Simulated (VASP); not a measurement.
# Sb (P6_3/mmc) in VASP: notebook, part 2 of 2

VASP 6.6.1. The steps go on from the part before.

### 6 Single point, PBEsol (volume scaled by 0.6)

File INCAR:

```
PREC = Accurate ; ENCUT = 520
EDIFF = 1E-7 ; ISMEAR = -1
SIGMA = 0.1 ; LREAL = F
LASPH = T ; NELM = 80
ALGO = Normal ; ISIF = 2
LWAVE = F ; LCHARG = F
GGA = PS ; NBANDS = 12
```

File KPOINTS:

```
regular mesh
0
Gamma
  13 13 7
```

File POSCAR:

```
Sb
1.0
    2.8307127973      0.0000000000      0.0000000000
   -1.4153563987      2.4514691933      0.0000000000
    0.0000000000      0.0000000000      4.5177838980
Sb
2
Direct
    0.3333333333      0.6666666667      0.2500000000
    0.6666666667      0.3333333333      0.7500000000
```

Potentials or basis: VASP PAW PBE potentials, release 64 (Sb).

Command:

```
> cat potpaw_PBE.64/Sb/POTCAR > POTCAR
> mpirun -np 1 vasp_std > vasp.out
```

OUTCAR:

```text
PREC = Accurate
   ENCUT = 520
   EDIFF = 1E-7
   ISMEAR = -1
   LREAL = F
   LASPH = T
   NELM = 80
   ISIF = 2
   GGA = PS

 ion  position               nearest neighbor table
   1  0.333  0.667  0.250-   2 2.79   2 2.79   2 2.79   2 2.79   2 2.79   2 2.79
   2  0.667  0.333  0.750-   1 2.79   1 2.79   1 2.79   1 2.79   1 2.79   1 2.79

  LATTYP: Found a hexagonal cell.
 ALAT       =     2.8307127973
 C/A-ratio  =     1.5959880855

  Lattice vectors:

 A1 = (   2.8307127973,   0.0000000000,   0.0000000000)
 A2 = (  -1.4153563987,   2.4514691933,   0.0000000000)
 A3 = (   0.0000000000,   0.0000000000,   4.5177838980)

Analysis of symmetry for initial positions (statically):
=====================================================================
 Subroutine PRICEL returns:
 Original cell was already a primitive cell.

 Routine SETGRP: Setting up the symmetry group for a
 hexagonal supercell.

 Subroutine GETGRP returns: Found 24 space group operations
 (whereof 12 operations were pure point group operations)
 out of a pool of 24 trial point group operations.

The static configuration has the point symmetry D_3d.
 The point group associated with its full space group is D_6h.

Analysis of symmetry for dynamics (positions and initial velocities):
=====================================================================
 Subroutine PRICEL returns:
 Original cell was already a primitive cell.

 Routine SETGRP: Setting up the symmetry group for a
 hexagonal supercell.

 Subroutine GETGRP returns: Found 24 space group operations
 (whereof 12 operations were pure point group operations)
 out of a pool of 24 trial point group operations.

The dynamic configuration has the point symmetry D_3d.
 The point group associated with its full space group is D_6h.

 Subroutine INISYM returns: Found 24 space group operations
 (whereof 12 operations are pure point group operations),
 and found     1 'primitive' translations

[... 115 lines left out ...]
  volume/ion in A,a.u.               =      15.68       105.78
  Fermi-wavevector in a.u.,A,eV,Ry     =   1.118559  2.113770 17.023262  1.251174
  Thomas-Fermi vector in A             =   2.255191
   LORBIT       =      0    0 simple, 1 ext, 2 COOP (PROOUT), +10 PAW based schemes
   GGA     = PS    functional components
   LHFCALC =     F    Hartree Fock is set to
   AEXX    =    0.0000 exact exchange contribution
   IVDW    =     0    specifies the selected vdW correction
   LEPSILON=     F    determine dielectric tensor
   LRPA    =     F    only Hartree local field effects (RPA)
 non-spin polarized calculation
  energy-cutoff  :      520.00
  volume of cell :       31.35
 maximum number of plane-waves:       858
 NGX is ok and might be reduce to    24
   NGX = 11   NGY = 11   NGZ = 17

 number of electron      10.0000001 magnetization

 Free energy of the ion-electron system (eV)
  ---------------------------------------------------
  ext. energy  EPLUGINS =         0.00000000
  ---------------------------------------------------
  free energy    TOTEN  =        -4.07527409 eV

  energy without entropy =       -4.04106259  energy(sigma->0) =       -4.05816834

 E-fermi :  17.5786     XC(G=0): -12.8362

 val. band max:       17.5410868900   @ k =   0.1538   0.0769   0.2857
 cond. band min:      17.6038123376   @ k =   0.2308   0.2308   0.2857
 fundamental gap:      0.0627254476
 Fermi energy:        17.5785759996

 k-point     1 :       0.0000    0.0000    0.0000
  band No.  band energies     occupation
      1      -1.1883      2.00000
      2       6.8432      2.00000
      3       7.3400      2.00000
      4      23.6201      0.00000
      5      23.6201      0.00000
      6      26.1401      0.00000
      7      26.1401      0.00000
      8      26.1957      0.00000
      9      27.0380      0.00000
     10      28.1422      0.00000
     11      30.6773      0.00000
     12      30.6909      0.00000
[... 331 lines left out ...]
 k-point    24 :       0.1538    0.0000    0.1429
  band No.  band energies     occupation
      1      -0.3704      2.00000
      2       5.5166      2.00000
      3      10.2883      2.00000
      4      18.6063      0.00007
      5      21.3381      0.00000
      6      23.7459      0.00000
      7      24.1707      0.00000
      8      26.1650      0.00000
      9      26.7839      0.00000
     10      27.3716      0.00000
     11      28.3994      0.00000
     12      29.7573      0.00000

 [... further k-points ...]
[... 5 lines left out ...]
  --------------------------------------------------------------------------------------
  -------------------------------------------------------------------------------------
  Total       22.4644746     22.4644746     22.5245530     -0.0000000      0.0000000      0.0000000
  in kB     1148.0456201   1148.0456201   1151.1159259     -0.0000000      0.0000000      0.0000000
  external PRESSURE =    1149.0690554 kB  Pullay stress =       0.0000000 kB

 VOLUME and BASIS-vectors are now :
 -----------------------------------------------------------------------------
  energy-cutoff  :      520.00
  volume of cell :       31.35
      direct lattice vectors                 reciprocal lattice vectors
     2.830712797  0.000000000  0.000000000     0.353267912  0.203959324  0.000000000
    -1.415356399  2.451469193  0.000000000     0.000000000  0.407918648  0.000000000
     0.000000000  0.000000000  4.517783898     0.000000000  0.000000000  0.221347462

 POSITION                                       TOTAL-FORCE (eV/Angst)
 -----------------------------------------------------------------------------------
     -0.00000      1.63431      1.12945        -0.000000      0.000000      0.000000
      1.41536      0.81716      3.38834         0.000000     -0.000000      0.000000
 -----------------------------------------------------------------------------------
    total drift:                               -0.000000      0.000000     -0.000000

  FREE ENERGIE OF THE ION-ELECTRON SYSTEM (eV)
  ---------------------------------------------------
  free  energy   TOTEN  =        -4.0752740930 eV

  energy  without entropy=       -4.0410625896  energy(sigma->0) =       -4.05816834
```

OSZICAR:

```text
N       E                     dE             d eps       ncg     rms          rms(c)
DAV:   1     0.446712968703E+02    0.44671E+02   -0.38933E+03  2016   0.700E+02
DAV:   2    -0.251928396156E+01   -0.47191E+02   -0.45776E+02  2632   0.132E+02
DAV:   3    -0.416157126087E+01   -0.16423E+01   -0.16268E+01  2488   0.258E+01
DAV:   4    -0.417380529776E+01   -0.12234E-01   -0.12220E-01  2360   0.269E+00
DAV:   5    -0.417391927367E+01   -0.11398E-03   -0.11397E-03  2456   0.275E-01    0.689E+00
DAV:   6    -0.411073416518E+01    0.63185E-01   -0.34480E-03  2224   0.384E-01    0.428E+00
DAV:   7    -0.407560851087E+01    0.35126E-01   -0.67254E-03  2184   0.553E-01    0.575E-02
DAV:   8    -0.407529001707E+01    0.31849E-03   -0.38422E-04  2364   0.122E-01    0.104E-02
DAV:   9    -0.407527579500E+01    0.14222E-04   -0.16239E-05  2408   0.243E-02    0.511E-03
DAV:  10    -0.407527342622E+01    0.23688E-05   -0.38685E-07  2420   0.426E-03    0.376E-03
DAV:  11    -0.407527412109E+01   -0.69487E-06   -0.55046E-08  1760   0.157E-03    0.396E-04
DAV:  12    -0.407527409304E+01    0.28051E-07   -0.34094E-09  1264   0.418E-04
   1 F= -.40752741E+01 E0= -.40581683E+01  d E =-.342115E-01
```

It took 35 s on 1 thread of Intel Xeon 6975P-C, shared host; peak memory 0.17 GiB.

What came out:

```
Free energy            : -4.0753 eV
Pressure               : 114.9 GPa
Band gap on the k mesh : zero (band 5 reaches 24.87 eV, above the bottom of band 6 at 12.46 eV)
```

Caveat: the PAW data sets were made with another functional, which shifts forces and pressure a little; spin-orbit coupling is left out, which moves the levels of the heavy elements.

### 7 The runs side by side

```tsv
cell	gap on the mesh (eV)	pressure (GPa)
a = 2.475, b = 2.475, c = 3.940 Å, angles 90.0, 90.0, 120.0°, 2 atoms	none	539.7
a = 2.664, b = 2.664, c = 4.251 Å, angles 90.0, 90.0, 120.0°, 2 atoms	none	240.7
a = 2.831, b = 2.831, c = 4.518 Å, angles 90.0, 90.0, 120.0°, 2 atoms	none	114.9
```

Alike in all rows: task single point; level PBEsol; potentials or basis VASP PAW PBE potentials, release 64 (Sb); no spin polarisation; k mesh 13 × 13 × 7; cutoff (eV) 520; smearing fermi-dirac 0.1 eV.

Caveats: the PAW data sets were made with another functional, which shifts forces and pressure a little; spin-orbit coupling is left out, which moves the levels of the heavy elements.

Total energies depend on the potentials used, so only differences within one code and one set of settings carry meaning.
